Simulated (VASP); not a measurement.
# HgTe (I-4m2) in VASP: a series of runs

Runs on HgTe. Level: LDA. Tasks: single point.

All numbers are computed with VASP 6.6.1; they aren't measurements. Logs are shortened: lines on timing, memory, paths and dates and some standing lists are left out, and cuts for length are marked.

## Step 1: The cell of the first run

It takes space group I-4m2 (No. 119, tetragonal). The conventional cell has a = 6.430 Å, b = 6.430 Å, c = 2.799 Å, α = 90.00°, β = 90.00°, γ = 90.00°. Within 3.9 Å of Hg (site symmetry -4m2) lie 2 Hg at 2.80 Å and 8 Te at 3.29 to 3.84 Å. Te (site symmetry -4m2) has 2 Te at 2.80 Å and 8 Hg at 3.29 to 3.84 Å within 3.9 Å.

## Step 2: Single point, LDA

INCAR

```
SYSTEM = HgTe
PREC     = Accurate       ! precision mode
ENCUT    = 520            ! plane-wave cutoff, eV
EDIFF    = 1E-7           ! SCF threshold, eV
ISMEAR   = 0              ! smearing method
SIGMA    = 0.15           ! smearing width, eV
LREAL    = .False.        ! projectors in reciprocal space
LASPH    = .True.         ! aspherical terms in the spheres
NELM     = 60             ! most SCF steps
ALGO     = Normal         ! electronic algorithm
ISIF     = 2              ! what is computed and relaxed
LWAVE    = .False.        ! write WAVECAR
LCHARG   = .True.         ! write CHGCAR
LELF     = .True.         ! ELF
LVHAR    = .True.       
NBANDS   = 16             ! bands
```

KPOINTS

```
Automatic mesh
0
Gamma
  18 18 18
  0 0 0
```

POSCAR

```
HgTe
1.0
   -3.2151431669      3.2151431669      1.3992852795
    3.2151431669     -3.2151431669      1.3992852795
    3.2151431669      3.2151431669     -1.3992852795
Hg Te
1 1
Direct
    0.2500000000      0.7500000000      0.5000000000
    0.0000000000      0.0000000000      0.0000000000
```

Potentials or basis: VASP PAW LDA potentials, release 64 (Hg, Te).

Started as:

```
$ cat potpaw_LDA.64/Hg/POTCAR potpaw_LDA.64/Te/POTCAR > POTCAR
$ mpirun -np 1 vasp_std > vasp.out
```

OUTCAR:

```text
SYSTEM = HgTe
   PREC = Accurate
   ENCUT = 520
   EDIFF = 1E-7
   ISMEAR = 0
   LREAL = .False.
   LASPH = .True.
   NELM = 60
   ISIF = 2

 ion  position               nearest neighbor table
   1  0.250  0.750  0.500-   2 3.29   2 3.29   2 3.29   2 3.29
   2  0.000  0.000  0.000-   1 3.29   1 3.29   1 3.29   1 3.29

  LATTYP: Found a body centered tetragonal cell.
 ALAT       =     6.4302863338
 C/A-ratio  =     0.4352170982

  Lattice vectors:

 A1 = (  -3.2151431669,   3.2151431669,   1.3992852795)
 A2 = (   3.2151431669,  -3.2151431669,   1.3992852795)
 A3 = (   3.2151431669,   3.2151431669,  -1.3992852795)

Analysis of symmetry for initial positions (statically):
=====================================================================
 Subroutine PRICEL returns:
 Original cell was already a primitive cell.

 Routine SETGRP: Setting up the symmetry group for a
 body centered tetragonal supercell.

 Subroutine GETGRP returns: Found  8 space group operations
 (whereof  8 operations were pure point group operations)
 out of a pool of 16 trial point group operations.

The static configuration has the point symmetry D_2d.

Analysis of symmetry for dynamics (positions and initial velocities):
=====================================================================
 Subroutine PRICEL returns:
 Original cell was already a primitive cell.

 Routine SETGRP: Setting up the symmetry group for a
 body centered tetragonal supercell.

 Subroutine GETGRP returns: Found  8 space group operations
 (whereof  8 operations were pure point group operations)
 out of a pool of 16 trial point group operations.

The dynamic configuration has the point symmetry D_2d.

 Subroutine INISYM returns: Found  8 space group operations
 (whereof  8 operations are pure point group operations),
 and found     1 'primitive' translations

----------------------------------------------------------------------------------------

                                     Primitive cell

  volume of cell :      57.8585

  direct lattice vectors                    reciprocal lattice vectors
    -3.215143167  3.215143167  1.399285279     0.000000000  0.155514070  0.357325277
     3.215143167 -3.215143167  1.399285279     0.155514070  0.000000000  0.357325277
     3.215143167  3.215143167 -1.399285279     0.155514070  0.155514070  0.000000000

  length of vectors
     4.757340692  4.757340692  4.757340692     0.389699858  0.389699858  0.219930107

  position of ions in fractional coordinates (direct lattice)
     0.250000000  0.750000000  0.500000000
     0.000000000  0.000000000  0.000000000

[... 78 lines left out ...]
   EDIFFG = 0.1E-05   stopping-criterion for IOM
   NSW    =      0    number of steps for IOM
   IBRION =     -1    ionic relax: 0-MD 1-quasi-New 2-CG
   NFREE  =      0    steps in history (QN), initial steepest desc. (CG)
   ISIF   =      2    stress and relaxation
   ISYM   =      2    0-nonsym 1-usesym 2-fastsym
   POTIM  = 0.5000    time-step for ionic-motion
   TEBEG  =    0.0;   TEEND  =   0.0 temperature during run
   PSTRESS=    0.0 pullay stress
   NELECT =      18.0000    total number of electrons
   NUPDOWN=      -1.0000    fix difference up-down
   EMIN   =  10.00;   EMAX   =-10.00  energy-range for DOS
   EFERMI =   0.00;   METHOD = LEGACY
   ISMEAR =     0;   SIGMA  =   0.15  broadening in eV -4-tet -1-fermi 0-gaus
   EFERMI_NEDOS =   21; number of points for ismear=-14 and -15
   IALGO  =     38    algorithm
   IMIX   =      4    mixing-type and parameters
     AMIX     =   0.40;   BMIX     =  1.00
     AMIX_MAG =   1.60;   BMIX_MAG =  1.00
  volume/ion in A,a.u.               =      28.93       195.22
  Fermi-wavevector in a.u.,A,eV,Ry     =   1.109286  2.096246 16.742166  1.230515
  Thomas-Fermi vector in A             =   2.245823
   LORBIT       =      0    0 simple, 1 ext, 2 COOP (PROOUT), +10 PAW based schemes
   GGA     = CA    functional components
   LHFCALC =     F    Hartree Fock is set to
   AEXX    =    0.0000 exact exchange contribution
   IVDW    =     0    specifies the selected vdW correction
   LEPSILON=     F    determine dielectric tensor
   LRPA    =     F    only Hartree local field effects (RPA)
 non-spin polarized calculation
 Gauss-broadening in eV      SIGMA  =   0.15
  energy-cutoff  :      520.00
  volume of cell :       57.86
 maximum number of plane-waves:      1579
   NGX = 17   NGY = 17   NGZ = 17

 number of electron      18.0000004 magnetization

 Free energy of the ion-electron system (eV)
  ---------------------------------------------------
  ext. energy  EPLUGINS =         0.00000000
  ---------------------------------------------------
  free energy    TOTEN  =        -4.51028893 eV

  energy without entropy =       -4.50115382  energy(sigma->0) =       -4.50572138

 E-fermi :   3.9916     XC(G=0): -10.0414

 val. band max:        3.9881237385   @ k =   0.3333   0.2778   0.1667
 cond. band min:       3.9922305079   @ k =  -0.2222   0.5000   0.1111
 fundamental gap:      0.0041067694
 Fermi energy:         3.9915562687

 k-point     1 :       0.0000    0.0000    0.0000
  band No.  band energies     occupation
      1      -8.8445      2.00000
      2      -4.0898      2.00000
      3      -2.4303      2.00000
      4      -2.3700      2.00000
      5      -1.5918      2.00000
      6      -1.5918      2.00000
[... 433 lines left out ...]
      3      -2.3802      2.00000
      4      -2.3457      2.00000
      5      -2.0201      2.00000
      6      -2.0045      2.00000
[... 8 lines left out ...]
     15      14.2404      0.00000
     16      14.8926      0.00000

 [... further k-points ...]

------------------------ aborting loop because EDIFF is reached ----------------------------------------

  FORCE on cell =-STRESS in cart. coord.  units (eV):
  Direction    XX          YY          ZZ          XY          YZ          ZX
  --------------------------------------------------------------------------------------
  -------------------------------------------------------------------------------------
  Total       -1.4688905     -1.4688905      1.8977485      0.0000000     -0.0000000      0.0000000
  in kB      -40.6755204    -40.6755204     52.5511656      0.0000000     -0.0000000      0.0000000
  external PRESSURE =      -9.5999584 kB  Pullay stress =       0.0000000 kB

 VOLUME and BASIS-vectors are now :
 -----------------------------------------------------------------------------
  energy-cutoff  :      520.00
  volume of cell :       57.86
      direct lattice vectors                 reciprocal lattice vectors
    -3.215143167  3.215143167  1.399285279     0.000000000  0.155514070  0.357325277
     3.215143167 -3.215143167  1.399285279     0.155514070  0.000000000  0.357325277
     3.215143167  3.215143167 -1.399285279     0.155514070  0.155514070  0.000000000

 POSITION                                       TOTAL-FORCE (eV/Angst)
 -----------------------------------------------------------------------------------
      3.21514     -0.00000      0.69964        -0.000000      0.000000      0.000000
      0.00000      0.00000      0.00000         0.000000     -0.000000     -0.000000
 -----------------------------------------------------------------------------------
    total drift:                                0.000000     -0.000000      0.000000

  FREE ENERGIE OF THE ION-ELECTRON SYSTEM (eV)
  ---------------------------------------------------
  free  energy   TOTEN  =        -4.5102889294 eV

  energy  without entropy=       -4.5011538211  energy(sigma->0) =       -4.50572138
```

It took 9.3 min on 1 thread of Intel Xeon Platinum 8488C (Sapphire Rapids), shared host; peak memory 0.54 GiB.

What came out:

| Item | Value |
| --- | --- |
| Free energy | -4.5103 eV |
| Pressure | -1.0 GPa |
| Band gap on the k mesh | zero (bands 9 and 10 overlap by 2.56 eV) |

Caveat: spin-orbit coupling is left out, which moves the levels of the heavy elements.

## Step 3: Single point, LDA

This run uses another cell than the first one, of the same volume but with other edges.

INCAR

```
SYSTEM = HgTe
ALGO = Normal
EDIFF = 1E-6
ENCUT = 520
ISIF = 2
ISMEAR = 0
LASPH = .TRUE.
LCHARG = .FALSE.
LREAL = .FALSE.
LWAVE = .FALSE.
NBANDS = 16
NELM = 60
PREC = Accurate
SIGMA = 0.15
```

KPOINTS

```
k-points
0
G
  18 18 18
  0 0 0
```

POSCAR

```
HgTe
1.0
   -2.8660221527      2.8660221527      1.7609531926
    2.8660221527     -2.8660221527      1.7609531926
    2.8660221527      2.8660221527     -1.7609531926
Hg Te
1 1
Direct
    0.2500000000      0.7500000000      0.5000000000
    0.0000000000      0.0000000000      0.0000000000
```

Potentials or basis: VASP PAW LDA potentials, release 64 (Hg, Te).

Started as:

```
$ cat potpaw_LDA.64/Hg/POTCAR potpaw_LDA.64/Te/POTCAR > POTCAR
$ mpirun -np 1 vasp_std > vasp.out
```

OUTCAR:

```text
SYSTEM = HgTe
   EDIFF = 1E-6
   ENCUT = 520
   ISIF = 2
   ISMEAR = 0
   LASPH = .TRUE.
   LREAL = .FALSE.
   NELM = 60
   PREC = Accurate

 ion  position               nearest neighbor table
   1  0.250  0.750  0.500-   2 3.00   2 3.00   2 3.00   2 3.00
   2  0.000  0.000  0.000-   1 3.00   1 3.00   1 3.00   1 3.00

  LATTYP: Found a body centered tetragonal cell.
 ALAT       =     5.7320443054
 C/A-ratio  =     0.6144241387

  Lattice vectors:

 A1 = (  -2.8660221527,   2.8660221527,   1.7609531926)
[... 644 lines left out ...]

  FORCE on cell =-STRESS in cart. coord.  units (eV):
  Direction    XX          YY          ZZ          XY          YZ          ZX
  --------------------------------------------------------------------------------------
  -------------------------------------------------------------------------------------
  Total       -1.3537503     -1.3537503     -1.8911782      0.0000000      0.0000000      0.0000000
  in kB      -37.4871359    -37.4871359    -52.3692259      0.0000000      0.0000000      0.0000000
  external PRESSURE =     -42.4478326 kB  Pullay stress =       0.0000000 kB

 VOLUME and BASIS-vectors are now :
 -----------------------------------------------------------------------------
  energy-cutoff  :      520.00
  volume of cell :       57.86
      direct lattice vectors                 reciprocal lattice vectors
    -2.866022153  2.866022153  1.760953193     0.000000000  0.174457828  0.283937133
     2.866022153 -2.866022153  1.760953193     0.174457828  0.000000000  0.283937133
     2.866022153  2.866022153 -1.760953193     0.174457828  0.174457828  0.000000000

 POSITION                                       TOTAL-FORCE (eV/Angst)
 -----------------------------------------------------------------------------------
      2.86602     -0.00000      0.88048         0.000000      0.000000      0.000000
      0.00000      0.00000      0.00000        -0.000000     -0.000000     -0.000000
 -----------------------------------------------------------------------------------
    total drift:                                0.000000     -0.000000      0.000000

  FREE ENERGIE OF THE ION-ELECTRON SYSTEM (eV)
  ---------------------------------------------------
  free  energy   TOTEN  =        -4.6879331563 eV

  energy  without entropy=       -4.6781073017  energy(sigma->0) =       -4.68302023
```

stdout:

```text
POSCAR found type information on POSCAR HgTe
 POSCAR found :  2 types and       2 ions
 scaLAPACK will be used
 LDA part: xc-table for (Slater(with rela. corr.)+CA(PZ))
 , standard interpolation
 POSCAR, INCAR and KPOINTS ok, starting setup
 FFT: planning ... GRIDC
 FFT: planning ... GRID_SOFT
 FFT: planning ... GRID
 WAVECAR not read
 entering main loop
```

Run time: 8.7 min. Hardware: 1 thread of Intel Xeon Platinum 8488C (Sapphire Rapids), shared host; peak memory 0.54 GiB.

Results:

```
Free energy            : -4.6879 eV
Pressure               : -4.2 GPa
Band gap on the k mesh : zero (bands 9 and 10 overlap by 3.10 eV)
```

Caveat: the cell stands under tension; spin-orbit coupling is left out, which moves the levels of the heavy elements.

## Step 4: Single point, LDA

INCAR

```
SYSTEM = HgTe
PREC = Accurate ; ENCUT = 520
EDIFF = 1E-6 ; ISMEAR = 0
SIGMA = 0.15 ; LREAL = .False.
LASPH = .True. ; NELM = 80
ALGO = Normal ; ISIF = 2
LWAVE = .False. ; LCHARG = .False.
GGA = CA ; NBANDS = 16
```

KPOINTS

```
Automatic mesh
0
Gamma
  18 18 18
  0 0 0
```

POSCAR

```
HgTe
1.0
   -3.1314394304      3.1314394304      1.4750911807
    3.1314394304     -3.1314394304      1.4750911807
    3.1314394304      3.1314394304     -1.4750911807
Hg Te
1 1
Direct
    0.2500000000      0.7500000000      0.5000000000
    0.0000000000      0.0000000000      0.0000000000
```

Potentials or basis: VASP PAW LDA potentials, release 64 (Hg, Te).

Started as:

```
$ cat potpaw_LDA.64/Hg/POTCAR potpaw_LDA.64/Te/POTCAR > POTCAR
$ mpirun -np 1 vasp_std > vasp.out
```

OUTCAR:

```text
SYSTEM = HgTe
   PREC = Accurate
   ENCUT = 520
   EDIFF = 1E-6
   ISMEAR = 0
   LREAL = .False.
   LASPH = .True.
   NELM = 80
   ISIF = 2
   GGA = CA

 ion  position               nearest neighbor table
   1  0.250  0.750  0.500-   2 3.22   2 3.22   2 3.22   2 3.22
   2  0.000  0.000  0.000-   1 3.22   1 3.22   1 3.22   1 3.22

  LATTYP: Found a body centered tetragonal cell.
 ALAT       =     6.2628788608
 C/A-ratio  =     0.4710585063

  Lattice vectors:

[... 644 lines left out ...]

  FORCE on cell =-STRESS in cart. coord.  units (eV):
  Direction    XX          YY          ZZ          XY          YZ          ZX
  --------------------------------------------------------------------------------------
  -------------------------------------------------------------------------------------
  Total       -2.0389323     -2.0389323      0.3209453      0.0000000      0.0000000      0.0000000
  in kB      -56.4607299    -56.4607299      8.8874001      0.0000000      0.0000000      0.0000000
  external PRESSURE =     -34.6780199 kB  Pullay stress =       0.0000000 kB

 VOLUME and BASIS-vectors are now :
 -----------------------------------------------------------------------------
  energy-cutoff  :      520.00
  volume of cell :       57.86
      direct lattice vectors                 reciprocal lattice vectors
    -3.131439430  3.131439430  1.475091181     0.000000000  0.159670979  0.338962097
     3.131439430 -3.131439430  1.475091181     0.159670979  0.000000000  0.338962097
     3.131439430  3.131439430 -1.475091181     0.159670979  0.159670979  0.000000000

 POSITION                                       TOTAL-FORCE (eV/Angst)
 -----------------------------------------------------------------------------------
      3.13144      0.00000      0.73755         0.000000      0.000000     -0.000000
      0.00000      0.00000      0.00000        -0.000000     -0.000000      0.000000
 -----------------------------------------------------------------------------------
    total drift:                                0.000000     -0.000000      0.000000

  FREE ENERGIE OF THE ION-ELECTRON SYSTEM (eV)
  ---------------------------------------------------
  free  energy   TOTEN  =        -4.6460698178 eV

  energy  without entropy=       -4.6346709386  energy(sigma->0) =       -4.64037038
```

OSZICAR:

```text
N       E                     dE             d eps       ncg     rms          rms(c)
DAV:   1     0.981639665408E+02    0.98164E+02   -0.77935E+03 15384   0.969E+02
DAV:   2    -0.175614168868E+01   -0.99920E+02   -0.92656E+02 18112   0.229E+02
DAV:   3    -0.479884053645E+01   -0.30427E+01   -0.30336E+01 19104   0.398E+01
DAV:   4    -0.481314787327E+01   -0.14307E-01   -0.14306E-01 19320   0.296E+00
DAV:   5    -0.481332724545E+01   -0.17937E-03   -0.17937E-03 19888   0.336E-01    0.743E+00
DAV:   6    -0.465494944231E+01    0.15838E+00   -0.31521E-01 17952   0.698E+00    0.506E+00
DAV:   7    -0.464768204502E+01    0.72674E-02   -0.36073E-02 18536   0.135E+00    0.184E+00
DAV:   8    -0.464611860616E+01    0.15634E-02   -0.40067E-03 17448   0.673E-01    0.210E-01
DAV:   9    -0.464606759820E+01    0.51008E-04   -0.22264E-04 20472   0.148E-01    0.791E-02
DAV:  10    -0.464606895587E+01   -0.13577E-05   -0.17176E-05 18104   0.316E-02    0.346E-02
DAV:  11    -0.464606981785E+01   -0.86198E-06   -0.28443E-06 18816   0.132E-02
   1 F= -.46460698E+01 E0= -.46403704E+01  d E =-.113989E-01
```

Wall time 8 min (1 thread of Intel Xeon Platinum 8488C (Sapphire Rapids), shared host); peak memory 0.54 GiB.

What came out:

```yaml
Free_energy: -4.6461 eV
Pressure: -3.5 GPa
Band_gap_on_the_k_mesh: zero (bands 9 and 10 overlap by 3.24 eV)
```

Stress tensor (GPa, compression positive):
```
-5.65  0.00  0.00
 0.00 -5.65  0.00
 0.00  0.00  0.89
```

Caveat: the cell stands under tension; spin-orbit coupling is left out, which moves the levels of the heavy elements.

## Step 5: Single point, LDA

This run uses another cell than the first one, of the same volume but with other edges.

INCAR

```
SYSTEM = HgTe
  PREC = Accurate
  ENCUT = 520
  EDIFF = 1E-6
  ISMEAR = 0
  SIGMA = 0.15
  LREAL = .False.
  LASPH = .True.
  NELM = 80
  ALGO = Normal
  ISIF = 2
  LWAVE = .False.
  LCHARG = .True.
  LELF = .True.
  LVHAR = .True.
  NBANDS = 16
```

KPOINTS

```
regular mesh
0
Gamma
  18 18 18
  0 0 0
```

POSCAR

```
HgTe
1.0
   -2.9503648810      2.9503648810      1.6617107840
    2.9503648810     -2.9503648810      1.6617107840
    2.9503648810      2.9503648810     -1.6617107840
Hg Te
1 1
Direct
    0.2500000000      0.7500000000      0.5000000000
    0.0000000000      0.0000000000      0.0000000000
```

Started as:

```
$ cat potpaw_LDA.64/Hg/POTCAR potpaw_LDA.64/Te/POTCAR > POTCAR
$ mpirun -np 1 vasp_std > vasp.out
```

It took 8.9 min on 1 thread of Intel Xeon Platinum 8488C (Sapphire Rapids), shared host; peak memory 0.54 GiB.

The run converged. Its results:

```
Free energy            : -4.7140 eV
Pressure               : -5.0 GPa
Band gap on the k mesh : zero (bands 9 and 10 overlap by 3.97 eV)
```

Stress tensor (GPa, compression positive):
```
-4.86  0.00  0.00
 0.00 -4.86  0.00
 0.00  0.00 -5.25
```

Levels at points of the mesh, in eV from the Fermi level:
```csv
k point,band 5,band 6,band 7,band 8,band 9,band 10,band 11,band 12,band 13,band 14
"(0.00, 0.00, 0.00)",-6.42,-6.42,-3.02,-2.15,-2.15,2.28,4.91,7.48,7.48,8.15
"(0.50, 0.00, 0.00)",-6.52,-6.36,-4.43,-2.15,-1.43,-0.39,3.41,3.66,5.88,8.48
"(0.50, 0.50, 0.00)",-6.37,-6.32,-6.10,-0.52,1.74,2.15,2.33,3.68,7.81,8.78
"(0.50, 0.50, 0.50)",-6.36,-6.09,-4.28,-4.28,-4.27,1.87,5.81,8.75,8.75,12.24
```

Caveat: the cell stands under tension; spin-orbit coupling is left out, which moves the levels of the heavy elements.

## Step 6: Overview

```tsv
cell	gap on the mesh (eV)	pressure (GPa)
a = 4.757 Å, angles 95.0, 95.0, 145.8°, 2 atoms	none	-1.0
a = 4.419 Å, angles 99.1, 99.1, 133.0°, 2 atoms	none	-4.2
a = 4.668 Å, angles 95.7, 95.7, 143.2°, 2 atoms	none	-3.5
a = 4.491 Å, angles 97.9, 97.9, 136.6°, 2 atoms	none	-5.0
```

Alike in all rows: task single point; level LDA; potentials or basis VASP PAW LDA potentials, release 64 (Hg, Te); no spin polarisation; k mesh 18 × 18 × 18; cutoff (eV) 520; smearing gaussian 0.15 eV.

Caveats: spin-orbit coupling is left out, which moves the levels of the heavy elements; the cell stands under tension (at least some runs).

Absolute energies hang on the potentials; compare differences alone.
